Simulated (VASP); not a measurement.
# LiGaO4 (P4/mmm) in VASP: notebook

The runs below take LiGaO4 through single point, with PBE.

Everything below comes from runs of VASP 6.6.1. Logs are shortened: lines on timing, memory, paths and dates and some standing lists are left out, and cuts for length are marked.

## 1. The cell of the first run

It takes space group P4/mmm (No. 123, tetragonal). The conventional cell has a = 3.163 Å, b = 3.163 Å, c = 5.694 Å, α = 90.00°, β = 90.00°, γ = 90.00°. Li (site symmetry 4/mmm) has 8 O at 2.18 Å within 2.9 Å. Within 2.7 Å of Ga (site symmetry 4/mmm) lie 8 O at 2.07 Å. O (site symmetry 2mm) has 2 Ga at 2.07 Å and 2 Li at 2.18 Å and 5 O at 2.24 to 2.68 Å within 2.7 Å.

## 2. Single point, PBE

INCAR

```
PREC = Accurate ; ENCUT = 520
EDIFF = 1E-6 ; ISMEAR = 0
SIGMA = 0.1 ; LREAL = False
LASPH = True ; NELM = 100
ALGO = Normal ; ISIF = 2
LWAVE = False ; LCHARG = True
GGA = PE ; LELF = True
LVHAR = True ; NBANDS = 29
```

KPOINTS

```
Automatic mesh
0
Gamma
  12 12 8
```

POSCAR

```
LiGaO4
1.0
    3.1625711140      0.0000000000      0.0000000000
    0.0000000000      3.1625711140      0.0000000000
    0.0000000000      0.0000000000      5.6941972145
Li Ga O
1 1 4
Direct
    0.0000000000      0.0000000000      0.0000000000
    0.5000000000      0.5000000000      0.5000000000
    0.5000000000      0.0000000000      0.2643391244
    0.0000000000      0.5000000000      0.7356608756
    0.5000000000      0.0000000000      0.7356608756
    0.0000000000      0.5000000000      0.2643391244
```

Potentials or basis: VASP PAW PBE potentials, release 64 (Li_sv, Ga_d, O).

Run with:

```
$ cat potpaw_PBE.64/Li_sv/POTCAR potpaw_PBE.64/Ga_d/POTCAR potpaw_PBE.64/O/POTCAR > POTCAR
$ mpirun -np 1 vasp_std > vasp.out
```

OUTCAR:

```text
PREC = Accurate
   ENCUT = 520
   EDIFF = 1E-6
   ISMEAR = 0
   LREAL = False
   LASPH = True
   NELM = 100
   ISIF = 2
   GGA = PE

 ion  position               nearest neighbor table
   1  0.000  0.000  0.000-   3 2.18   4 2.18   5 2.18   6 2.18   4 2.18   6 2.18   3 2.18   5 2.18

   2  0.500  0.500  0.500-   3 2.07   4 2.07   5 2.07   6 2.07   3 2.07   5 2.07   4 2.07   6 2.07

   3  0.500  0.000  0.264-   2 2.07   2 2.07   1 2.18   1 2.18
   4  0.000  0.500  0.736-   2 2.07   2 2.07   1 2.18   1 2.18
   5  0.500  0.000  0.736-   2 2.07   2 2.07   1 2.18   1 2.18
   6  0.000  0.500  0.264-   2 2.07   2 2.07   1 2.18   1 2.18

  LATTYP: Found a simple tetragonal cell.
 ALAT       =     3.1625711140
 C/A-ratio  =     1.8004961815

  Lattice vectors:

 A1 = (   3.1625711140,   0.0000000000,   0.0000000000)
 A2 = (   0.0000000000,   3.1625711140,   0.0000000000)
 A3 = (   0.0000000000,   0.0000000000,   5.6941972145)

Analysis of symmetry for initial positions (statically):
=====================================================================
 Subroutine PRICEL returns:
 Original cell was already a primitive cell.

 Routine SETGRP: Setting up the symmetry group for a
 simple tetragonal supercell.

 Subroutine GETGRP returns: Found 16 space group operations
 (whereof 16 operations were pure point group operations)
 out of a pool of 16 trial point group operations.

The static configuration has the point symmetry D_4h.

Analysis of symmetry for dynamics (positions and initial velocities):
=====================================================================
 Subroutine PRICEL returns:
 Original cell was already a primitive cell.

 Routine SETGRP: Setting up the symmetry group for a
 simple tetragonal supercell.

 Subroutine GETGRP returns: Found 16 space group operations
 (whereof 16 operations were pure point group operations)
 out of a pool of 16 trial point group operations.

The dynamic configuration has the point symmetry D_4h.

 Subroutine INISYM returns: Found 16 space group operations
 (whereof 16 operations are pure point group operations),
 and found     1 'primitive' translations

----------------------------------------------------------------------------------------

                                     Primitive cell

  volume of cell :      56.9525

  direct lattice vectors                    reciprocal lattice vectors
     3.162571114  0.000000000  0.000000000     0.316198423  0.000000000  0.000000000
     0.000000000  3.162571114  0.000000000     0.000000000  0.316198423  0.000000000
     0.000000000  0.000000000  5.694197214     0.000000000  0.000000000  0.175617381

  length of vectors
     3.162571114  3.162571114  5.694197214     0.316198423  0.316198423  0.175617381

  position of ions in fractional coordinates (direct lattice)
     0.000000000  0.000000000  0.000000000
     0.500000000  0.500000000  0.500000000
     0.500000000  0.000000000  0.264339124
     0.000000000  0.500000000  0.735660876
     0.500000000  0.000000000  0.735660876
     0.000000000  0.500000000  0.264339124

  ion indices of the primitive-cell ions
   primitive index   ion index
                 1           1
                 2           2
                 3           3
                 4           4
                 5           5
                 6           6

----------------------------------------------------------------------------------------

 KPOINTS: Automatic mesh

Automatic generation of k-mesh.
 Grid dimensions read from file:
 generate k-points for:   12   12    8

 Generating k-lattice:

  Cartesian coordinates                     Fractional coordinates (reciprocal lattice)
     0.026349869  0.000000000  0.000000000     0.083333333  0.000000000  0.000000000
     0.000000000  0.026349869  0.000000000     0.000000000  0.083333333  0.000000000
     0.000000000  0.000000000  0.021952173     0.000000000  0.000000000  0.125000000

  Length of vectors
     0.026349869  0.026349869  0.021952173

  Shift w.r.t. Gamma in fractional coordinates (k-lattice)
     0.000000000  0.000000000  0.000000000

 Subroutine IBZKPT returns following result:
 ===========================================

 Found    140 irreducible k-points:

 Following reciprocal coordinates:
            Coordinates               Weight
  0.000000  0.000000  0.000000      1.000000
  0.083333  0.000000  0.000000      4.000000
  0.166667  0.000000  0.000000      4.000000
  0.250000  0.000000  0.000000      4.000000
  0.333333  0.000000  0.000000      4.000000
  0.416667  0.000000  0.000000      4.000000
[... 16 lines left out ...]
  0.333333  0.333333  0.000000      4.000000
  0.416667  0.333333  0.000000      8.000000
 [... further k-points ...]
   k-points           NKPTS =    140   k-points in BZ     NKDIM =    140   number of bands    NBANDS=     29
   number of dos      NEDOS =    301   number of ions     NIONS =      6
   total plane-waves  NPLWV =  24192
   dimension x,y,z NGX =    24 NGY =   24 NGZ =   42
   dimension x,y,z NGXF=    48 NGYF=   48 NGZF=   84
   ions per type =               1   1   4
   NGX,Y,Z   is equivalent  to a cutoff of  12.62, 12.62, 12.26 a.u.
   NGXF,Y,Z  is equivalent  to a cutoff of  25.23, 25.23, 24.52 a.u.
 SYSTEM =  unknown system
   PREC   = accura    normal or accurate (medium, high low for compatibility)
   ISTART =      0    job   : 0-new  1-cont  2-samecut
   ICHARG =      2    charge: 1-file 2-atom 10-const
   ISPIN  =      1    spin polarized calculation?
   LNONCOLLINEAR =      F non collinear calculations
   LSORBIT =      F    spin-orbit coupling
   LASPH  =      T    aspherical Exc in radial PAW
   ENCUT  =  520.0 eV  38.22 Ry    6.18 a.u.   5.88  5.88 10.59*2*pi/ulx,y,z
   NELM   =    100;   NELMIN=  2; NELMDL= -5     # of ELM steps
   EDIFF  = 0.1E-05   stopping-criterion for ELM
   LREAL  =      F    real-space projection
   EDIFFG = 0.1E-04   stopping-criterion for IOM
   NSW    =      0    number of steps for IOM
   IBRION =     -1    ionic relax: 0-MD 1-quasi-New 2-CG
   NFREE  =      0    steps in history (QN), initial steepest desc. (CG)
   ISIF   =      2    stress and relaxation
   ISYM   =      2    0-nonsym 1-usesym 2-fastsym
   POTIM  = 0.5000    time-step for ionic-motion
   TEBEG  =    0.0;   TEEND  =   0.0 temperature during run
   PSTRESS=    0.0 pullay stress
   NELECT =      40.0000    total number of electrons
   NUPDOWN=      -1.0000    fix difference up-down
   EMIN   =  10.00;   EMAX   =-10.00  energy-range for DOS
   EFERMI =   0.00;   METHOD = LEGACY
   ISMEAR =     0;   SIGMA  =   0.10  broadening in eV -4-tet -1-fermi 0-gaus
   EFERMI_NEDOS =   21; number of points for ismear=-14 and -15
   IALGO  =     38    algorithm
   IMIX   =      4    mixing-type and parameters
     AMIX     =   0.40;   BMIX     =  1.00
     AMIX_MAG =   1.60;   BMIX_MAG =  1.00
  volume/ion in A,a.u.               =       9.49        64.06
  Fermi-wavevector in a.u.,A,eV,Ry     =   1.455204  2.749936 28.811940  2.117618
  Thomas-Fermi vector in A             =   2.572265
   LORBIT       =      0    0 simple, 1 ext, 2 COOP (PROOUT), +10 PAW based schemes
   GGA     = PE    functional components
   LHFCALC =     F    Hartree Fock is set to
   AEXX    =    0.0000 exact exchange contribution
   IVDW    =     0    specifies the selected vdW correction
   LEPSILON=     F    determine dielectric tensor
   LRPA    =     F    only Hartree local field effects (RPA)
 non-spin polarized calculation
 Gauss-broadening in eV      SIGMA  =   0.10
  energy-cutoff  :      520.00
  volume of cell :       56.95
 maximum number of plane-waves:      1568
 NGX is ok and might be reduce to    24
   NGX = 11   NGY = 11   NGZ = 21

 number of electron      39.9999978 magnetization

 Free energy of the ion-electron system (eV)
  ---------------------------------------------------
  ext. energy  EPLUGINS =         0.00000000
  ---------------------------------------------------
  free energy    TOTEN  =       -27.91308868 eV

  energy without entropy =      -27.89798971  energy(sigma->0) =      -27.90553919

 E-fermi :   2.6557     XC(G=0): -10.9838

 val. band max:        2.6540997776   @ k =   0.3333   0.3333   0.3750
 cond. band min:       2.6560645629   @ k =   0.4167   0.1667   0.0000
 fundamental gap:      0.0019647853
 Fermi energy:         2.6556876306

 k-point     1 :       0.0000    0.0000    0.0000
  band No.  band energies     occupation
      1     -40.3660      2.00000
      2     -17.0056      2.00000
      3     -16.1422      2.00000
      4     -13.3503      2.00000
      5     -12.3904      2.00000
      6     -10.7410      2.00000
[... 21 lines left out ...]
     28      14.1792      0.00000
     29      16.2646      0.00000

 k-point     2 :       0.0833    0.0000    0.0000
  band No.  band energies     occupation
      1     -40.3657      2.00000
      2     -16.9466      2.00000
      3     -16.0948      2.00000
      4     -13.3995      2.00000
      5     -12.5123      2.00000
      6     -10.7393      2.00000
[... 21 lines left out ...]
     28      14.1962      0.00000
     29      16.4094      0.00000

 k-point     3 :       0.1667    0.0000    0.0000
  band No.  band energies     occupation
      1     -40.3647      2.00000
      2     -16.7720      2.00000
      3     -15.9545      2.00000
      4     -13.5520      2.00000
      5     -12.8204      2.00000
      6     -10.7346      2.00000
[... 21 lines left out ...]
     28      15.0388      0.00000
     29      16.8002      0.00000

 k-point     4 :       0.2500    0.0000    0.0000
  band No.  band energies     occupation
      1     -40.3634      2.00000
      2     -16.4903      2.00000
      3     -15.7272      2.00000
      4     -13.8158      2.00000
      5     -13.2270      2.00000
      6     -10.7281      2.00000
[... 597 lines left out ...]
     28      17.0134      0.00000
     29      17.4187      0.00000

 k-point    23 :       0.3333    0.3333    0.0000
  band No.  band energies     occupation
      1     -40.3581      2.00000
      2     -15.4312      2.00000
      3     -14.9649      2.00000
      4     -14.3841      2.00000
      5     -14.1074      2.00000
      6     -10.6746      2.00000
[... 21 lines left out ...]
     28      16.6777      0.00000
     29      16.8873      0.00000

 k-point    24 :       0.4167    0.3333    0.0000
  band No.  band energies     occupation
      1     -40.3572      2.00000
      2     -15.1269      2.00000
      3     -14.7535      2.00000
      4     -14.5667      2.00000
      5     -14.3067      2.00000
      6     -10.6917      2.00000
[... 21 lines left out ...]
     28      16.9713      0.00000
     29      17.1786      0.00000

 [... further k-points ...]
[... 5 lines left out ...]
  --------------------------------------------------------------------------------------
  -------------------------------------------------------------------------------------
  Total        0.1364809      0.1364809      0.1885773      0.0000000     -0.0000000      0.0000000
  in kB        3.8394531      3.8394531      5.3050187      0.0000000     -0.0000000      0.0000000
  external PRESSURE =       4.3279749 kB  Pullay stress =       0.0000000 kB

 VOLUME and BASIS-vectors are now :
 -----------------------------------------------------------------------------
  energy-cutoff  :      520.00
  volume of cell :       56.95
      direct lattice vectors                 reciprocal lattice vectors
     3.162571114  0.000000000  0.000000000     0.316198423  0.000000000  0.000000000
     0.000000000  3.162571114  0.000000000     0.000000000  0.316198423  0.000000000
     0.000000000  0.000000000  5.694197214     0.000000000  0.000000000  0.175617381

 POSITION                                       TOTAL-FORCE (eV/Angst)
 -----------------------------------------------------------------------------------
      0.00000      0.00000      0.00000        -0.000000      0.000000      0.000000
      1.58129      1.58129      2.84710        -0.000000      0.000000      0.000000
      1.58129      0.00000      1.50520         0.000000      0.000000     -0.054712
      0.00000      1.58129      4.18900        -0.000000      0.000000      0.054712
      1.58129      0.00000      4.18900         0.000000     -0.000000      0.054712
      0.00000      1.58129      1.50520        -0.000000      0.000000     -0.054712
 -----------------------------------------------------------------------------------
    total drift:                                0.000000      0.000000     -0.000000

  FREE ENERGIE OF THE ION-ELECTRON SYSTEM (eV)
  ---------------------------------------------------
  free  energy   TOTEN  =       -27.9130886763 eV

  energy  without entropy=      -27.8979897136  energy(sigma->0) =      -27.90553919
```

It took 2.6 min on 1 thread of AMD EPYC 7R43 (Zen 3), shared host; peak memory 0.27 GiB.

What came out:

```
Free energy            : -27.9131 eV
Largest force          : 0.055 eV/Å
Band gap on the k mesh : zero (band 20 reaches 3.82 eV, above the bottom of band 21 at 1.01 eV)
```

Forces on the atoms (eV/Å):
```
Li   0.000  0.000  0.000
Ga   0.000  0.000  0.000
O    0.000  0.000 -0.055
O    0.000  0.000  0.055
O    0.000  0.000  0.055
O    0.000  0.000 -0.055
```

Levels at points of the mesh, in eV from the Fermi level:
```
           k point  band 18  band 19  band 20  band 21  band 22  band 23
(0.00, 0.00, 0.00)    -0.08     0.47     0.47     0.80     0.80     4.29
(0.50, 0.00, 0.00)    -1.83    -1.67    -1.50    -1.24    -0.95     6.26
(0.50, 0.50, 0.00)    -0.85     1.13     1.14     1.44     1.56     4.84
(0.00, 0.00, 0.50)    -0.61     0.53     0.53     0.75     0.75     5.41
(0.50, 0.00, 0.50)    -2.01    -1.75    -1.69    -1.64    -1.55     6.53
(0.50, 0.50, 0.50)    -1.78     1.11     1.16     1.47     1.53     5.36
```

Caveat: the cutoff is under 1.25 times the usual one of these potentials, so pressure, stress and relaxed cells hold a basis-set (Pulay) error.

## 3. Single point, PBE

INCAR

```
SYSTEM = LiGaO4
ALGO = Normal
EDIFF = 1E-7
ENCUT = 520
GGA = PE
ISIF = 2
ISMEAR = 0
LASPH = .TRUE.
LCHARG = .FALSE.
LREAL = .FALSE.
LWAVE = .FALSE.
NBANDS = 29
NELM = 100
PREC = Accurate
SIGMA = 0.1
```

KPOINTS

```
k-points
0
G
  12 12 8
  0 0 0
```

POSCAR is that of step 2.

Potentials or basis: VASP PAW PBE potentials, release 64 (Li_sv, Ga_d, O).

Run with:

```
$ cat potpaw_PBE.64/Li_sv/POTCAR potpaw_PBE.64/Ga_d/POTCAR potpaw_PBE.64/O/POTCAR > POTCAR
$ mpirun -np 1 vasp_std > vasp.out
```

Wall time 2.5 min (1 thread of AMD EPYC 7R43 (Zen 3), shared host); peak memory 0.27 GiB.

The run converged. Its results:

```
Free energy            : -27.9131 eV
Largest force          : 0.055 eV/Å
Band gap on the k mesh : zero (band 20 reaches 3.82 eV, above the bottom of band 21 at 1.01 eV)
```

Forces on the atoms (eV/Å):
```
Li   0.000  0.000  0.000
Ga   0.000  0.000  0.000
O    0.000  0.000 -0.055
O    0.000  0.000  0.055
O    0.000  0.000  0.055
O    0.000  0.000 -0.055
```

Levels at points of the mesh, in eV from the Fermi level:
```tsv
k point	band 16	band 17	band 18	band 19	band 20	band 21	band 22	band 23	band 24	band 25
(0.00, 0.00, 0.00)	-2.53	-1.45	-0.08	0.47	0.47	0.80	0.80	4.29	10.53	10.59
(0.50, 0.00, 0.00)	-2.20	-1.90	-1.83	-1.67	-1.50	-1.24	-0.95	6.26	8.80	10.16
(0.50, 0.50, 0.00)	-3.90	-0.85	-0.85	1.13	1.14	1.44	1.56	4.84	9.86	9.86
(0.00, 0.00, 0.50)	-3.54	-0.99	-0.61	0.53	0.53	0.75	0.75	5.41	9.07	10.58
(0.50, 0.00, 0.50)	-2.24	-2.21	-2.01	-1.75	-1.69	-1.64	-1.55	6.53	9.20	10.40
(0.50, 0.50, 0.50)	-3.20	-1.78	-1.78	1.11	1.16	1.47	1.53	5.36	10.17	11.23
```

Caveat: the cutoff is under 1.25 times the usual one of these potentials, so pressure, stress and relaxed cells hold a basis-set (Pulay) error.
